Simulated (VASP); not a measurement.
# Ca2Bi3Ru2 (P6/mmm) in VASP: single point with PBE

Aim: the single point of Ca2Bi3Ru2 with PBE.

Everything below comes from runs of VASP 6.6.1. Logs are shortened: lines on timing, memory, paths and dates and some standing lists are left out, and cuts for length are marked.

## 1. The cell of the first run

Symmetry: P6/mmm, No. 191, hexagonal system. Conventional cell: a = 6.216 Å, b = 6.216 Å, c = 10.375 Å, α = 90.00°, β = 90.00°, γ = 120.00°. Within 3.3 Å of Ca (site symmetry 6mm) lie 2 Ru at 2.50 to 2.69 Å. Within 4.2 Å of Bi (site symmetry mmm) lie 2 Ru at 3.11 Å and 4 Bi at 3.11 Å and 4 Ca at 4.11 Å. Within 3.3 Å of Ru (site symmetry 6/mmm) lie 2 Ca at 2.50 Å. Within 3.5 Å of Ru (site symmetry 6/mmm) lie 2 Ca at 2.69 Å and 6 Bi at 3.11 Å.

The cell was generated, and may not be a known phase.

## 2. Single point, PBE

INCAR

```
ALGO = Fast
EDIFF = 1E-6
ENCUT = 520
GGA = PE
ISIF = 2
ISMEAR = 0
LASPH = T
LCHARG = T
LELF = T
LREAL = F
LVHAR = T
LWAVE = F
NBANDS = 56
NELM = 100
PREC = Accurate
SIGMA = 0.1
```

KPOINTS

```
k-points
0
Gamma
  6 6 4
```

POSCAR

```
Ca2Bi3Ru2
1.0
    6.2162348815     -0.0000000040      0.0000000000
   -3.1081174373      5.3834173253      0.0000000000
    0.0000000000      0.0000000000     10.3754911964
Ca Bi Ru
2 3 2
Direct
    0.0000000000      0.0000000000      0.7408390209
    0.0000000000      0.0000000000      0.2591609791
    0.5000000000      0.0000000000      0.0000000000
    0.0000000000      0.5000000000      0.0000000000
    0.5000000000      0.5000000000      0.0000000000
    0.0000000000      0.0000000000      0.5000000000
    0.0000000000      0.0000000000      0.0000000000
```

Potentials or basis: VASP PAW PBE potentials, release 64 (Ca_sv, Bi_d, Ru_pv).

Run with:

```
$ cat potpaw_PBE.64/Ca_sv/POTCAR potpaw_PBE.64/Bi_d/POTCAR potpaw_PBE.64/Ru_pv/POTCAR > POTCAR
$ mpirun -np 1 vasp_std > vasp.out
```

OUTCAR:

```text
EDIFF = 1E-6
   ENCUT = 520
   GGA = PE
   ISIF = 2
   ISMEAR = 0
   LASPH = T
   LREAL = F
   NELM = 100
   PREC = Accurate

 ion  position               nearest neighbor table
   1  0.000  0.000  0.741-   6 2.50   7 2.69
   2  0.000  0.000  0.259-   6 2.50   7 2.69
   3  0.500  0.000  0.000-   7 3.11   7 3.11   4 3.11   4 3.11   5 3.11   5 3.11
   4  0.000  0.500  0.000-   5 3.11   5 3.11   3 3.11   3 3.11   7 3.11   7 3.11
   5  0.500  0.500  0.000-   4 3.11   4 3.11   7 3.11   7 3.11   3 3.11   3 3.11
   6  0.000  0.000  0.500-   1 2.50   2 2.50
   7  0.000  0.000  0.000-   1 2.69   2 2.69   3 3.11   3 3.11   5 3.11   5 3.11   4 3.11   4 3.11

  LATTYP: Found a hexagonal cell.
 ALAT       =     6.2162348815
 C/A-ratio  =     1.6690957459

  Lattice vectors:

 A1 = (   6.2162348815,  -0.0000000040,   0.0000000000)
 A2 = (  -3.1081174373,   5.3834173253,   0.0000000000)
 A3 = (   0.0000000000,   0.0000000000,  10.3754911964)

Analysis of symmetry for initial positions (statically):
=====================================================================
 Subroutine PRICEL returns:
 Original cell was already a primitive cell.

 Routine SETGRP: Setting up the symmetry group for a
 hexagonal supercell.

 Subroutine GETGRP returns: Found 24 space group operations
 (whereof 24 operations were pure point group operations)
 out of a pool of 24 trial point group operations.

The static configuration has the point symmetry D_6h.

Analysis of symmetry for dynamics (positions and initial velocities):
=====================================================================
 Subroutine PRICEL returns:
 Original cell was already a primitive cell.

 Routine SETGRP: Setting up the symmetry group for a
 hexagonal supercell.

 Subroutine GETGRP returns: Found 24 space group operations
 (whereof 24 operations were pure point group operations)
 out of a pool of 24 trial point group operations.

The dynamic configuration has the point symmetry D_6h.

 Subroutine INISYM returns: Found 24 space group operations
 (whereof 24 operations are pure point group operations),
 and found     1 'primitive' translations

----------------------------------------------------------------------------------------

                                     Primitive cell

  volume of cell :     347.2115

  direct lattice vectors                    reciprocal lattice vectors
     6.216234882 -0.000000004  0.000000000     0.160869082  0.092877808  0.000000000
    -3.108117437  5.383417325  0.000000000     0.000000000  0.185755616  0.000000000
     0.000000000  0.000000000 10.375491196     0.000000000  0.000000000  0.096380979

  length of vectors
     6.216234882  6.216234882 10.375491196     0.185755616  0.185755616  0.096380979

  position of ions in fractional coordinates (direct lattice)
     0.000000000  0.000000000  0.740839021
     0.000000000  0.000000000  0.259160979
     0.500000000  0.000000000  0.000000000
     0.000000000  0.500000000  0.000000000
     0.500000000  0.500000000  0.000000000
     0.000000000  0.000000000  0.500000000
     0.000000000  0.000000000  0.000000000

  ion indices of the primitive-cell ions
   primitive index   ion index
                 1           1
                 2           2
                 3           3
                 4           4
                 5           5
                 6           6
                 7           7

----------------------------------------------------------------------------------------

 KPOINTS: k-points

Automatic generation of k-mesh.
 Grid dimensions read from file:
 generate k-points for:    6    6    4

 Generating k-lattice:

  Cartesian coordinates                     Fractional coordinates (reciprocal lattice)
     0.026811514  0.015479635  0.000000000     0.166666667  0.000000000  0.000000000
     0.000000000  0.030959269  0.000000000     0.000000000  0.166666667  0.000000000
     0.000000000  0.000000000  0.024095245     0.000000000  0.000000000  0.250000000

  Length of vectors
     0.030959269  0.030959269  0.024095245

  Shift w.r.t. Gamma in fractional coordinates (k-lattice)
     0.000000000  0.000000000  0.000000000

 Subroutine IBZKPT returns following result:
 ===========================================

 Found     21 irreducible k-points:

 Following reciprocal coordinates:
            Coordinates               Weight
  0.000000  0.000000  0.000000      1.000000
  0.166667  0.000000  0.000000      6.000000
  0.333333 -0.000000  0.000000      6.000000
  0.500000 -0.000000  0.000000      3.000000
  0.166667  0.166667  0.000000      6.000000
  0.333333  0.166667  0.000000     12.000000
[... 13 lines left out ...]
  0.333333  0.166667  0.500000     12.000000
  0.333333  0.333333  0.500000      2.000000
   k-points           NKPTS =     21   k-points in BZ     NKDIM =     21   number of bands    NBANDS=     56
   number of dos      NEDOS =    301   number of ions     NIONS =      7
   total plane-waves  NPLWV = 184320
   dimension x,y,z NGX =    48 NGY =   48 NGZ =   80
   dimension x,y,z NGXF=    96 NGYF=   96 NGZF=  160
   ions per type =               2   3   2
   NGX,Y,Z   is equivalent  to a cutoff of  12.84, 12.84, 12.82 a.u.
   NGXF,Y,Z  is equivalent  to a cutoff of  25.67, 25.67, 25.64 a.u.
 SYSTEM =  unknown system
   PREC   = accura    normal or accurate (medium, high low for compatibility)
   ISTART =      0    job   : 0-new  1-cont  2-samecut
   ICHARG =      2    charge: 1-file 2-atom 10-const
   ISPIN  =      1    spin polarized calculation?
   LNONCOLLINEAR =      F non collinear calculations
   LSORBIT =      F    spin-orbit coupling
   LASPH  =      T    aspherical Exc in radial PAW
   ENCUT  =  520.0 eV  38.22 Ry    6.18 a.u.  11.56 11.56 19.29*2*pi/ulx,y,z
   NELM   =    100;   NELMIN=  2; NELMDL= -5     # of ELM steps
   EDIFF  = 0.1E-05   stopping-criterion for ELM
   LREAL  =      F    real-space projection
   EDIFFG = 0.1E-04   stopping-criterion for IOM
   NSW    =      0    number of steps for IOM
   IBRION =     -1    ionic relax: 0-MD 1-quasi-New 2-CG
   NFREE  =      0    steps in history (QN), initial steepest desc. (CG)
   ISIF   =      2    stress and relaxation
   ISYM   =      2    0-nonsym 1-usesym 2-fastsym
   POTIM  = 0.5000    time-step for ionic-motion
   TEBEG  =    0.0;   TEEND  =   0.0 temperature during run
   PSTRESS=    0.0 pullay stress
   NELECT =      93.0000    total number of electrons
   NUPDOWN=      -1.0000    fix difference up-down
   EMIN   =  10.00;   EMAX   =-10.00  energy-range for DOS
   EFERMI =   0.00;   METHOD = LEGACY
   ISMEAR =     0;   SIGMA  =   0.10  broadening in eV -4-tet -1-fermi 0-gaus
   EFERMI_NEDOS =   21; number of points for ismear=-14 and -15
   IALGO  =     68    algorithm
   IMIX   =      4    mixing-type and parameters
     AMIX     =   0.40;   BMIX     =  1.00
     AMIX_MAG =   1.60;   BMIX_MAG =  1.00
  volume/ion in A,a.u.               =      49.60       334.73
  Fermi-wavevector in a.u.,A,eV,Ry     =   1.055288  1.994206 15.151901  1.113633
  Thomas-Fermi vector in A             =   2.190481
   LORBIT       =      0    0 simple, 1 ext, 2 COOP (PROOUT), +10 PAW based schemes
   GGA     = PE    functional components
   LHFCALC =     F    Hartree Fock is set to
   AEXX    =    0.0000 exact exchange contribution
   IVDW    =     0    specifies the selected vdW correction
   LEPSILON=     F    determine dielectric tensor
   LRPA    =     F    only Hartree local field effects (RPA)
 non-spin polarized calculation
 RMM-DIIS sequential band-by-band and
 Gauss-broadening in eV      SIGMA  =   0.10
  energy-cutoff  :      520.00
  volume of cell :      347.21
 maximum number of plane-waves:      9387
 NGX is ok and might be reduce to    48
   NGX = 23   NGY = 23   NGZ = 39

 number of electron      92.9999982 magnetization

 Free energy of the ion-electron system (eV)
  ---------------------------------------------------
  ext. energy  EPLUGINS =         0.00000000
  ---------------------------------------------------
  free energy    TOTEN  =       -25.80066858 eV

  energy without entropy =      -25.66805183  energy(sigma->0) =      -25.73436021

 E-fermi :   1.7977     XC(G=0):  -6.9052

 val. band max:        1.7936740844   @ k =   0.5000  -0.0000   0.0000
 cond. band min:       1.7980777864   @ k =   0.1667   0.1667   0.5000
 fundamental gap:      0.0044037020
 Fermi energy:         1.7976795401

 k-point     1 :       0.0000    0.0000    0.0000
  band No.  band energies     occupation
      1     -39.7032      2.00000
      2     -39.7032      2.00000
      3     -39.6274      2.00000
      4     -39.2469      2.00000
      5     -39.0955      2.00000
      6     -39.0628      2.00000
[... 48 lines left out ...]
     55       4.8919      0.00000
     56       5.1761      0.00000

 k-point     2 :       0.1667    0.0000    0.0000
  band No.  band energies     occupation
      1     -39.7033      2.00000
      2     -39.7033      2.00000
      3     -39.6274      2.00000
      4     -39.2469      2.00000
      5     -39.0955      2.00000
      6     -39.0628      2.00000
[... 48 lines left out ...]
     55       4.8103      0.00000
     56       5.0561      0.00000

 k-point     3 :       0.3333   -0.0000    0.0000
  band No.  band energies     occupation
      1     -39.7036      2.00000
      2     -39.7034      2.00000
      3     -39.6274      2.00000
      4     -39.2469      2.00000
      5     -39.0955      2.00000
      6     -39.0628      2.00000
[... 995 lines left out ...]
 k-point    20 :       0.3333    0.1667    0.5000
  band No.  band energies     occupation
      1     -39.7036      2.00000
      2     -39.7034      2.00000
      3     -39.6197      2.00000
      4     -39.2867      2.00000
      5     -39.0628      2.00000
      6     -39.0628      2.00000
[... 48 lines left out ...]
     55       4.4873      0.00000
     56       4.8212      0.00000

 k-point    21 :       0.3333    0.3333    0.5000
  band No.  band energies     occupation
      1     -39.7036      2.00000
      2     -39.7036      2.00000
      3     -39.6197      2.00000
      4     -39.2867      2.00000
      5     -39.0628      2.00000
      6     -39.0628      2.00000
[... 48 lines left out ...]
     55       4.5917      0.00000
     56       5.4115      0.00000

------------------------ aborting loop because EDIFF is reached ----------------------------------------

  FORCE on cell =-STRESS in cart. coord.  units (eV):
  Direction    XX          YY          ZZ          XY          YZ          ZX
  --------------------------------------------------------------------------------------
  -------------------------------------------------------------------------------------
  Total       -0.1343504     -0.1343504      0.6406746      0.0000000      0.0000000     -0.0000000
  in kB       -0.6199482     -0.6199482      2.9563373      0.0000000      0.0000000     -0.0000000
  external PRESSURE =       0.5721469 kB  Pullay stress =       0.0000000 kB

 VOLUME and BASIS-vectors are now :
 -----------------------------------------------------------------------------
  energy-cutoff  :      520.00
  volume of cell :      347.21
      direct lattice vectors                 reciprocal lattice vectors
     6.216234882 -0.000000004  0.000000000     0.160869082  0.092877808  0.000000000
    -3.108117437  5.383417325  0.000000000     0.000000000  0.185755616  0.000000000
     0.000000000  0.000000000 10.375491196     0.000000000  0.000000000  0.096380979

 POSITION                                       TOTAL-FORCE (eV/Angst)
 -----------------------------------------------------------------------------------
      0.00000      0.00000      7.68657        -0.000000      0.000000      0.051697
      0.00000      0.00000      2.68892         0.000000     -0.000000     -0.051697
      3.10812     -0.00000      0.00000        -0.000000     -0.000000      0.000000
     -1.55406      2.69171      0.00000        -0.000000     -0.000000      0.000000
      1.55406      2.69171      0.00000        -0.000000     -0.000000      0.000000
      0.00000      0.00000      5.18775        -0.000000     -0.000000      0.000000
      0.00000      0.00000      0.00000        -0.000000     -0.000000      0.000000
 -----------------------------------------------------------------------------------
    total drift:                               -0.000000      0.000000      0.000000

  FREE ENERGIE OF THE ION-ELECTRON SYSTEM (eV)
  ---------------------------------------------------
  free  energy   TOTEN  =       -25.8006685846 eV

  energy  without entropy=      -25.6680518299  energy(sigma->0) =      -25.73436021
```

Run time: 15 min. Hardware: 1 thread of Oxide Virtual Turin-like, shared host; peak memory 0.63 GiB.

What came out:

* Free energy: -25.8007 eV
* Pressure: 0.1 GPa
* Largest force: 0.052 eV/Å
* Band gap on the k mesh: zero (an odd number of electrons rules out a gap without spin polarisation)

Forces in eV/Å, atoms in the order of the input:
```
Ca   0.000  0.000  0.052
Ca   0.000  0.000 -0.052
Bi   0.000  0.000  0.000
Bi   0.000  0.000  0.000
Bi   0.000  0.000  0.000
Ru   0.000  0.000  0.000
Ru   0.000  0.000  0.000
```

Stress tensor (GPa, compression positive):
```
-0.06  0.00  0.00
 0.00 -0.06  0.00
 0.00  0.00  0.30
```

Levels at points of the mesh, in eV from the Fermi level:
```csv
k point,band 43,band 44,band 45,band 46,band 47,band 48,band 49,band 50,band 51,band 52
"(0.00, 0.00, 0.00)",-0.48,-0.48,-0.14,-0.06,-0.06,0.20,0.20,0.51,1.87,2.09
"(0.50, 0.00, 0.00)",-0.39,-0.19,-0.13,-0.01,0.00,0.02,0.19,0.79,1.36,1.69
"(0.00, 0.00, 0.50)",-0.47,-0.47,-0.42,-0.11,-0.11,0.08,0.26,0.26,1.17,2.89
"(0.50, 0.00, 0.50)",-0.59,-0.36,-0.30,-0.11,-0.01,0.02,0.07,0.75,1.68,1.97
```

Caveat: spin-orbit coupling is left out, which moves the levels of the heavy elements.
